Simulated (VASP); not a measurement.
# Cu (I4/mmm) in VASP: notebook, part 3 of 3

VASP 6.6.1. The steps go on from the part before.

## 5. Relaxation of cell and atoms, r2SCAN

POSCAR

```
Cu
1.0
   -1.4427933200      1.4427933200      1.3760814500
    1.4427933200     -1.4427933200      1.3760814500
    1.4427933200      1.4427933200     -1.3760814500
Cu
1
Direct
    0.0000000000      0.0000000000      0.0000000000
```

INCAR.step1

```
SYSTEM = Cu
ALGO = Normal
EDIFF = 1E-4
ENCUT = 600
GGA = PE
ISMEAR = 0
LASPH = .True.
LCHARG = .False.
LREAL = .False.
LWAVE = .True.
NELM = 80
PREC = Accurate
SIGMA = 0.1
```

INCAR.step2

```
SYSTEM = Cu
ALGO = Normal
EDIFF = 1E-7
EDIFFG = -0.01
ENCUT = 600
IBRION = 2
ISIF = 3
ISMEAR = 0
ISTART = 1
LASPH = .True.
LCHARG = .False.
LMIXTAU = .True.
LREAL = .False.
LWAVE = .False.
METAGGA = R2SCAN
NELM = 80
NSW = 80
PREC = Accurate
SIGMA = 0.1
```

KPOINTS

```
k-points
0
Gamma
  4 4 4
  0 0 0
```

Potentials or basis: VASP PAW PBE potentials, release 64 (Cu).

The run is started by

```console
$ cat potpaw_PBE.64/Cu/POTCAR > POTCAR
$ cp INCAR.step1 INCAR
$ mpirun -np 1 vasp_std > vasp.out
$ cp INCAR.step2 INCAR
$ mpirun -np 1 vasp_std > vasp.out
```

OUTCAR:

```text
SYSTEM = Cu
   EDIFF = 1E-7
   EDIFFG = -0.01
   ENCUT = 600
   IBRION = 2
   ISIF = 3
   ISMEAR = 0
   ISTART = 1
   LASPH = .True.
   LREAL = .False.
   METAGGA = R2SCAN
   NELM = 80
   NSW = 80
   PREC = Accurate

 ion  position               nearest neighbor table
   1  0.000  0.000  0.000-

  LATTYP: Found a body centered tetragonal cell.
 ALAT       =     2.8855866400
 C/A-ratio  =     0.9537620052

  Lattice vectors:

 A1 = (  -1.4427933200,   1.4427933200,   1.3760814500)
 A2 = (   1.4427933200,  -1.4427933200,   1.3760814500)
 A3 = (   1.4427933200,   1.4427933200,  -1.3760814500)

Analysis of symmetry for initial positions (statically):
=====================================================================
 Subroutine PRICEL returns:
 Original cell was already a primitive cell.

 Routine SETGRP: Setting up the symmetry group for a
 body centered tetragonal supercell.

 Subroutine GETGRP returns: Found 16 space group operations
 (whereof 16 operations were pure point group operations)
 out of a pool of 16 trial point group operations.

The static configuration has the point symmetry D_4h.

Analysis of symmetry for dynamics (positions and initial velocities):
=====================================================================
 Subroutine PRICEL returns:
 Original cell was already a primitive cell.

 Routine SETGRP: Setting up the symmetry group for a
 body centered tetragonal supercell.

 Subroutine GETGRP returns: Found 16 space group operations
 (whereof 16 operations were pure point group operations)
 out of a pool of 16 trial point group operations.

The dynamic configuration has the point symmetry D_4h.

 Subroutine INISYM returns: Found 16 space group operations
 (whereof 16 operations are pure point group operations),
 and found     1 'primitive' translations

----------------------------------------------------------------------------------------

                                     Primitive cell

  volume of cell :      11.4581

  direct lattice vectors                    reciprocal lattice vectors
    -1.442793320  1.442793320  1.376081450     0.000000000  0.346549983  0.363350585
     1.442793320 -1.442793320  1.376081450     0.346549983  0.000000000  0.363350585
     1.442793320  1.442793320 -1.376081450     0.346549983  0.346549983  0.000000000

  length of vectors
     2.461078074  2.461078074  2.461078074     0.502116060  0.502116060  0.490095685

  position of ions in fractional coordinates (direct lattice)
     0.000000000  0.000000000  0.000000000

  ion indices of the primitive-cell ions
   primitive index   ion index
                 1           1

----------------------------------------------------------------------------------------

 KPOINTS: k-points

Automatic generation of k-mesh.
 Grid dimensions read from file:
 generate k-points for:    4    4    4

 Generating k-lattice:

  Cartesian coordinates                     Fractional coordinates (reciprocal lattice)
     0.000000000  0.086637496  0.090837646     0.250000000 -0.000000000  0.000000000
     0.086637496  0.000000000  0.090837646    -0.000000000  0.250000000  0.000000000
     0.086637496  0.086637496  0.000000000     0.000000000  0.000000000  0.250000000

  Length of vectors
     0.125529015  0.125529015  0.122523921

  Shift w.r.t. Gamma in fractional coordinates (k-lattice)
     0.000000000  0.000000000  0.000000000

 Subroutine IBZKPT returns following result:
 ===========================================

 Found     13 irreducible k-points:

 Following reciprocal coordinates:
            Coordinates               Weight
  0.000000  0.000000  0.000000      1.000000
  0.250000 -0.000000  0.000000      8.000000
  0.500000 -0.000000  0.000000      4.000000
  0.250000  0.250000  0.000000      8.000000
  0.500000  0.250000  0.000000     16.000000
 -0.250000  0.250000  0.000000      4.000000
  0.500000  0.500000  0.000000      2.000000
  0.250000  0.250000  0.250000      2.000000
 -0.250000  0.250000  0.250000      4.000000
  0.500000  0.500000  0.250000      4.000000
 -0.250000  0.500000  0.250000      8.000000
 -0.250000 -0.250000  0.250000      2.000000
  0.500000  0.500000  0.500000      1.000000
   k-points           NKPTS =     13   k-points in BZ     NKDIM =     13   number of bands    NBANDS=      9
   number of dos      NEDOS =    301   number of ions     NIONS =      1
   total plane-waves  NPLWV =   8000
   dimension x,y,z NGX =    20 NGY =   20 NGZ =   20
   dimension x,y,z NGXF=    40 NGYF=   40 NGZF=   40
   ions per type =               1
   NGX,Y,Z   is equivalent  to a cutoff of  13.51, 13.51, 13.51 a.u.
   NGXF,Y,Z  is equivalent  to a cutoff of  27.02, 27.02, 27.02 a.u.
 SYSTEM =  Cu
   PREC   = accura    normal or accurate (medium, high low for compatibility)
   ISTART =      1    job   : 0-new  1-cont  2-samecut
   ICHARG =      0    charge: 1-file 2-atom 10-const
   ISPIN  =      1    spin polarized calculation?
   LNONCOLLINEAR =      F non collinear calculations
   LSORBIT =      F    spin-orbit coupling
   LASPH  =      T    aspherical Exc in radial PAW
   ENCUT  =  600.0 eV  44.10 Ry    6.64 a.u.   4.92  4.92  4.92*2*pi/ulx,y,z
   NELM   =     80;   NELMIN=  2; NELMDL=  0     # of ELM steps
   EDIFF  = 0.1E-06   stopping-criterion for ELM
   LREAL  =      F    real-space projection
   EDIFFG = -.1E-01   stopping-criterion for IOM
   NSW    =     80    number of steps for IOM
   IBRION =      2    ionic relax: 0-MD 1-quasi-New 2-CG
   NFREE  =      1    steps in history (QN), initial steepest desc. (CG)
   ISIF   =      3    stress and relaxation
   ISYM   =      2    0-nonsym 1-usesym 2-fastsym
   POTIM  = 0.5000    time-step for ionic-motion
   TEBEG  =    0.0;   TEEND  =   0.0 temperature during run
   PSTRESS=    0.0 pullay stress
   NELECT =      11.0000    total number of electrons
   NUPDOWN=      -1.0000    fix difference up-down
   EMIN   =  10.00;   EMAX   =-10.00  energy-range for DOS
   EFERMI =   0.00;   METHOD = LEGACY
   ISMEAR =     0;   SIGMA  =   0.10  broadening in eV -4-tet -1-fermi 0-gaus
   EFERMI_NEDOS =   21; number of points for ismear=-14 and -15
   IALGO  =     38    algorithm
   IMIX   =      4    mixing-type and parameters
     AMIX     =   0.40;   BMIX     =  1.00
     AMIX_MAG =   1.60;   BMIX_MAG =  1.00
  volume/ion in A,a.u.               =      11.46        77.32
  Fermi-wavevector in a.u.,A,eV,Ry     =   1.614984  3.051878 35.486359  2.608174
  Thomas-Fermi vector in A             =   2.709805
   LORBIT       =      0    0 simple, 1 ext, 2 COOP (PROOUT), +10 PAW based schemes
   METAGGA = R2SCAN    functional components
   LHFCALC =     F    Hartree Fock is set to
   AEXX    =    0.0000 exact exchange contribution
   IVDW    =     0    specifies the selected vdW correction
   LEPSILON=     F    determine dielectric tensor
   LRPA    =     F    only Hartree local field effects (RPA)
 conjugate gradient relaxation of ions
 non-spin polarized calculation
 Gauss-broadening in eV      SIGMA  =   0.10
  energy-cutoff  :      600.00
  volume of cell :       11.46
 maximum number of plane-waves:       396
   NGX =  9   NGY =  9   NGZ =  9

--------------------------------------- Ionic step        1  -------------------------------------------

 number of electron      11.0000000 magnetization

 Free energy of the ion-electron system (eV)
  ---------------------------------------------------
  ext. energy  EPLUGINS =         0.00000000
  ---------------------------------------------------
  free energy    TOTEN  =       -10.58476035 eV

  energy without entropy =      -10.57068678  energy(sigma->0) =      -10.57772357

------------------------ aborting loop because EDIFF is reached ----------------------------------------

  FORCE on cell =-STRESS in cart. coord.  units (eV):
  Direction    XX          YY          ZZ          XY          YZ          ZX
  --------------------------------------------------------------------------------------
  -------------------------------------------------------------------------------------
  Total        0.0689746      0.0689746     -0.0582708      0.0000000      0.0000000     -0.0000000
  in kB        9.6446673      9.6446673     -8.1479618      0.0000000      0.0000000     -0.0000000
  external PRESSURE =       3.7137909 kB  Pullay stress =       0.0000000 kB
[... 195 lines left out ...]
  energy  without entropy=      -10.5717191985  energy(sigma->0) =      -10.57868735

--------------------------------------- Ionic step        7  -------------------------------------------

 number of electron      11.0000005 magnetization

 Free energy of the ion-electron system (eV)
  ---------------------------------------------------
  ext. energy  EPLUGINS =         0.00000000
  ---------------------------------------------------
  free energy    TOTEN  =       -10.58566529 eV

  energy without entropy =      -10.57173098  energy(sigma->0) =      -10.57869814

 E-fermi :   7.8440     XC(G=0): -13.9815

 val. band max:        7.2268445679   @ k =   0.5000  -0.0000   0.0000
 cond. band min:       7.8551099125   @ k =   0.5000   0.2500   0.0000
 fundamental gap:      0.6282653446
 Fermi energy:         7.8439825455

 k-point     1 :       0.0000    0.0000    0.0000
  band No.  band energies     occupation
      1      -2.1800      2.00000
      2       4.0861      2.00000
      3       4.3613      2.00000
      4       4.3614      2.00000
      5       5.1177      2.00000
      6       5.4098      2.00000
      7      33.2852      0.00000
      8      33.2852      0.00000
      9      35.2707      0.00000
[... 170 lines left out ...]
  FREE ENERGIE OF THE ION-ELECTRON SYSTEM (eV)
  ---------------------------------------------------
  free  energy   TOTEN  =       -10.5856652898 eV

  energy  without entropy=      -10.5717309849  energy(sigma->0) =      -10.57869814

 reached required accuracy - stopping structural energy minimisation
```

Wall time 86 s (1 thread of Intel Xeon 8259CL, shared host); peak memory 0.13 GiB.

What came out:

```yaml
Free_energy: -10.5857 eV
Relaxed_volume: 11.49 Å³/atom
Relaxed_cell: a = 2.465 Å, b = 2.465 Å, c = 2.465 Å, α = 107.70°, β = 107.70°, γ = 113.07°
Space_group_after_relaxing_to_0.1_Å: I4/mmm (No. 139)
Energy_gained_by_relaxing: 0.9 meV/atom
Ionic_steps: 7
Pressure_after_relaxing: 0.0 GPa
Band_gap_on_the_k_mesh: zero (an odd number of electrons rules out a gap without spin polarisation)
```

Step by step:
```
step  energy change (eV)  largest force (eV/Å)  pressure (GPa)  volume (Å³)
   1              0.0000                0.0000            0.37        11.46
   2             -0.0005                0.0000           -0.20        11.50
   3             -0.0006                0.0000           -0.58        11.53
   4             -0.0005                0.0000           -1.33        11.59
   5             -0.0007                0.0000           -0.79        11.55
   6             -0.0009                0.0000           -0.18        11.51
   7             -0.0009                0.0000            0.04        11.49
```

Final structure:
```yaml
crystal:
  lattice:
    - [-1.45390, 1.45390, 1.35902]
    - [1.45390, -1.45390, 1.35902]
    - [1.45390, 1.45390, -1.35902]
  atoms:
    - { symbol: Cu, position: [0.00000, 0.00000, 0.00000] }
```

Levels at points of the mesh, in eV from the Fermi level:
| k point | band 2 | band 3 | band 4 | band 5 | band 6 | band 7 | band 8 | band 9 |
| --- | --- | --- | --- | --- | --- | --- | --- | --- |
| (0.00, 0.00, 0.00) | -3.76 | -3.48 | -3.48 | -2.73 | -2.43 | 25.44 | 25.44 | 27.43 |
| (0.50, 0.00, 0.00) | -4.44 | -2.59 | -2.31 | -1.77 | -0.62 | 4.82 | 17.83 | 18.06 |
| (0.50, 0.50, 0.00) | -4.10 | -2.79 | -2.52 | -1.81 | -1.17 | 4.04 | 19.66 | 20.18 |
| (0.50, 0.50, 0.50) | -5.21 | -1.97 | -1.97 | -1.89 | 7.77 | 7.77 | 10.55 | 13.30 |

Caveat: the k points lie up to 0.79 Å⁻¹ apart in the final cell, too coarse for converged energies and pressures of a metal; the PAW data sets were made with another functional, which shifts forces and pressure a little.

## 6. Relaxation of cell and atoms, r2SCAN

POSCAR is that of step 5.

INCAR.step1

```
PREC = Accurate
ENCUT = 600
ISMEAR = 0
SIGMA = 0.1
LREAL = F
LASPH = T
NELM = 100
GGA = PE
ALGO = Normal
EDIFF = 1E-4
LWAVE = T
LCHARG = F
```

INCAR.step2

```
PREC = Accurate
ENCUT = 600
EDIFF = 1E-7
ISMEAR = 0
SIGMA = 0.1
LREAL = F
LASPH = T
NELM = 100
ALGO = Normal
ISIF = 3
LWAVE = F
LCHARG = F
METAGGA = R2SCAN
LMIXTAU = T
IBRION = 2
NSW = 80
EDIFFG = -0.01
ISTART = 1
```

KPOINTS

```
regular mesh
0
Gamma
  6 6 6
```

Potentials or basis: VASP PAW PBE potentials, release 64 (Cu).

The run is started by

```console
$ cat potpaw_PBE.64/Cu/POTCAR > POTCAR
$ cp INCAR.step1 INCAR
$ mpirun -np 1 vasp_std > vasp.out
$ cp INCAR.step2 INCAR
$ mpirun -np 1 vasp_std > vasp.out
```

Run time: 1.7 min. Hardware: 1 thread of Intel Xeon 8259CL, shared host; peak memory 0.13 GiB.

The run converged. Its results:

- Free energy: -10.7212 eV
- Relaxed volume: 11.57 Å³/atom
- Relaxed cell: a = 2.470 Å, b = 2.470 Å, c = 2.470 Å, α = 107.76°, β = 107.76°, γ = 112.95°
- Space group after relaxing (to 0.1 Å): I4/mmm (No. 139)
- Energy gained by relaxing: 1.1 meV/atom
- Ionic steps: 6
- Pressure after relaxing: 0.0 GPa
- Band gap on the k mesh: zero (an odd number of electrons rules out a gap without spin polarisation)

Stress tensor (GPa, compression positive):
```
 0.03  0.00  0.00
 0.00  0.03  0.00
 0.00  0.00 -0.07
```

The path:
| step | energy change (eV) | largest force (eV/Å) | pressure (GPa) | volume (Å³) |
| --- | --- | --- | --- | --- |
| 1 | 0.0000 | 0.0000 | 1.47 | 11.46 |
| 2 | -0.0006 | 0.0000 | -0.91 | 11.63 |
| 3 | -0.0007 | 0.0000 | -0.26 | 11.58 |
| 4 | -0.0007 | 0.0000 | -0.17 | 11.58 |
| 5 | -0.0008 | 0.0000 | -0.13 | 11.58 |
| 6 | -0.0011 | 0.0000 | 0.00 | 11.57 |

Final structure:
```cif
data_structure
_symmetry_space_group_name_H-M 'P 1'
_symmetry_Int_Tables_number 1
_cell_length_a 2.4700
_cell_length_b 2.4700
_cell_length_c 2.4700
_cell_angle_alpha 107.763
_cell_angle_beta 107.763
_cell_angle_gamma 112.945
_cell_volume 11.57
loop_
_atom_site_label
_atom_site_type_symbol
_atom_site_fract_x
_atom_site_fract_y
_atom_site_fract_z
_atom_site_occupancy
Cu1 Cu 0.00000 0.00000 0.00000 1
```

Levels at points of the mesh, in eV from the Fermi level:
| k point | band 4 | band 5 | band 6 | band 7 | band 8 | band 9 |
| --- | --- | --- | --- | --- | --- | --- |
| (0.00, 0.00, 0.00) | -3.32 | -2.54 | -2.27 | 25.40 | 25.40 | 27.28 |
| (0.50, 0.00, 0.00) | -2.14 | -1.60 | -0.59 | 4.84 | 17.78 | 18.01 |
| (0.50, 0.50, 0.00) | -2.35 | -1.64 | -1.12 | 4.10 | 19.54 | 20.04 |
| (0.50, 0.50, 0.50) | -1.80 | -1.73 | 7.80 | 7.80 | 10.45 | 13.33 |

Caveat: the k points lie up to 0.53 Å⁻¹ apart in the final cell, too coarse for converged energies and pressures of a metal; the PAW data sets were made with another functional, which shifts forces and pressure a little.

## 7. The runs side by side

```tsv
task	cell	k mesh	cutoff (eV)	gap on the mesh (eV)	pressure (GPa)	relaxed volume (Å³/atom)
single point	a = 2.461 Å, angles 107.7, 107.7, 113.0°, 1 atom	4 × 4 × 4	520	none	0.5	-
single point	a = 2.466 Å, angles 107.8, 107.8, 113.0°, 1 atom	6 × 6 × 6	520	none	0.6	-
single point	a = 2.463 Å, angles 108.6, 108.6, 111.3°, 1 atom	8 × 8 × 8	520	none	0.7	-
relaxation of cell and atoms	relaxed from a = 2.461 Å, angles 108.2, 108.2, 112.0°, 1 atom	4 × 4 × 4	600	none	0.0	11.49
relaxation of cell and atoms	relaxed from a = 2.461 Å, angles 108.2, 108.2, 112.0°, 1 atom	6 × 6 × 6	600	none	0.0	11.57
```

Alike in all rows: level r2SCAN; potentials or basis VASP PAW PBE potentials, release 64 (Cu); no spin polarisation; smearing gaussian 0.1 eV.

Caveats: all runs use coarse meshes; the PAW data sets were made with another functional, which shifts forces and pressure a little.

Total energies depend on the potentials used, so only differences within one code and one set of settings carry meaning.
